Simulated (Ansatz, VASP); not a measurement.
# One calculation of SiO2, two programs

File POSCAR:

```
SiO2
1.0
    0.0000000000      3.7303723276      3.7303723276
    3.7303723276      0.0000000000      3.7303723276
    3.7303723276      3.7303723276      0.0000000000
Si O
2 4
Direct
    0.5000000000      0.5000000000      0.5000000000
    0.7500000000      0.7500000000      0.7500000000
    0.6250000000      0.6250000000      0.6250000000
    0.1250000000      0.6250000000      0.6250000000
    0.6250000000      0.6250000000      0.1250000000
    0.6250000000      0.1250000000      0.6250000000
```

INCAR.step1

```
SYSTEM = SiO2
PREC     = Accurate       ! precision mode
ENCUT    = 520            ! plane-wave cutoff, eV
ISMEAR   = 0              ! smearing method
SIGMA    = 0.02           ! smearing width, eV
LREAL    = .False.        ! projectors in reciprocal space
LASPH    = .True.         ! aspherical terms in the spheres
NELM     = 80             ! most SCF steps
NBANDS   = 25             ! bands
GGA      = PE             ! functional
ALGO     = Normal         ! electronic algorithm
EDIFF    = 1E-4           ! SCF threshold, eV
LWAVE    = .True.         ! write WAVECAR
LCHARG   = .False.        ! write CHGCAR
```

Contents of INCAR.step2:

```
SYSTEM = SiO2
PREC     = Accurate       ! precision mode
ENCUT    = 520            ! plane-wave cutoff, eV
EDIFF    = 1E-6           ! SCF threshold, eV
ISMEAR   = 0              ! smearing method
SIGMA    = 0.02           ! smearing width, eV
LREAL    = .False.        ! projectors in reciprocal space
LASPH    = .True.         ! aspherical terms in the spheres
NELM     = 80             ! most SCF steps
ALGO     = Normal         ! electronic algorithm
ISIF     = 2              ! what is computed and relaxed
LWAVE    = .False.        ! write WAVECAR
LCHARG   = .False.        ! write CHGCAR
METAGGA  = R2SCAN         ! meta-GGA
LMIXTAU  = .True.       
NBANDS   = 25             ! bands
ISTART   = 1
```

File KPOINTS:

```
Automatic mesh
0
Gamma
  6 6 6
  0 0 0
```

Input for Ansatz:

```yaml
crystal:
  lattice:
    - [0.0, 3.7303723276, 3.7303723276]
    - [3.7303723276, 0.0, 3.7303723276]
    - [3.7303723276, 3.7303723276, 0.0]
  atoms:
    - { symbol: Si, position: [0.5, 0.5, 0.5] }
    - { symbol: Si, position: [0.75, 0.75, 0.75] }
    - { symbol: O, position: [0.625, 0.625, 0.625] }
    - { symbol: O, position: [0.125, 0.625, 0.625] }
    - { symbol: O, position: [0.625, 0.625, 0.125] }
    - { symbol: O, position: [0.625, 0.125, 0.625] }
basis:
  ecutwfc: 500
kpoints:
  mp_grid: { grid: [6, 6, 6] }
  band_path:
    path:
      - [[0.0, 0.0, 0.0], [0.5, 0.0, 0.5], [0.625, 0.25, 0.625]]
      - [[0.375, 0.375, 0.75], [0.0, 0.0, 0.0], [0.5, 0.5, 0.5], [0.5, 0.25, 0.75], [0.5, 0.0, 0.5]]
    npoints: 14
hamiltonian:
  xc: r2scan
scf:
  occupations: { method: gaussian, width: 0.02 }
  n_extra_bands: 15
output:
  forces: true
  stress: true
  eigenvalues: true
  populations: true
  dos: { projected: true, de: 0.02, nscf_kmesh: { grid: [9, 9, 9] } }
  bader: true
  write_density: true
  write_potential: true
  elf: true
  volumetric_format: npy
```

Alike in both runs: task single point; functional r2SCAN; k mesh 6 × 6 × 6; occupations gaussian, width 0.02 eV; no spin polarisation.

|  | VASP | Ansatz |
| --- | --- | --- |
| version | VASP 6.6.1 | Ansatz 0.2.0 |
| potentials or method | VASP PAW PBE potentials, release 64 (Si, O), cutoff 520 eV | scalar-relativistic, plane waves, PAW |
| valence electrons in the cell | 32 | 32 |

Ansatz gave:

* gap on the k mesh at the Fermi level (eV): 5.98
* least direct gap on the mesh (eV): 5.99
* pressure (GPa): -3.6

Problem. What did VASP give for the same quantities?

Solution. gap on the k mesh at the Fermi level (eV): 5.98; least direct gap on the mesh (eV): 5.98; pressure (GPa): -3.5.

VASP's potentials were made for PBE, not for r2SCAN. Ansatz's warnings: xc potential rough in thin density.
